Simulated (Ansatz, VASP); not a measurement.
# Two plane-wave programs on BeP3Pd

```
Be P Pd
1.0
     4.36056    0.00000    0.00000
     0.00000    4.36056    0.00000
     0.00000    0.00000    4.83065
Be P Pd
1 3 1
Direct
  0.00000 0.00000 0.32224
  0.50000 0.50000 0.04579
  0.00000 0.50000 0.26375
  0.50000 0.00000 0.26375
  0.50000 0.50000 0.56446
```

Alike in both runs: functional PBE; k mesh 8 × 8 × 8; occupations gaussian, width 0.1 eV; no spin polarisation.

Ansatz relaxed the structure, and its values are those at the end. VASP's run is a single point on that final structure, the one shown.

|  | VASP | Ansatz |
| --- | --- | --- |
| version | VASP 6.6.1 | Ansatz 0.2.0 |
| potentials or method | VASP PAW PBE potentials, release 64 (Be, P, Pd), cutoff 520 eV | scalar-relativistic, plane waves, PAW |
| valence electrons in the cell | 27 | 35 |

VASP gave:

```
gap on the k mesh at the Fermi level (eV) : none
pressure (GPa)                            : -0.1
rms of the force components (eV/Å)        : 0.012
```

Question: Estimate Ansatz's values.

Answer: gap on the k mesh at the Fermi level (eV): none; pressure (GPa): 0.0; rms of the force components (eV/Å): 0.002.

A gap of «none» marks a metal or a gap that the smearing closes. With one functional, cell and mesh, what is left measures potentials, basis and numerics. VASP's potentials hold 27 valence electrons a cell and Ansatz's 35, so a difference there can come from the potentials and not from the codes.
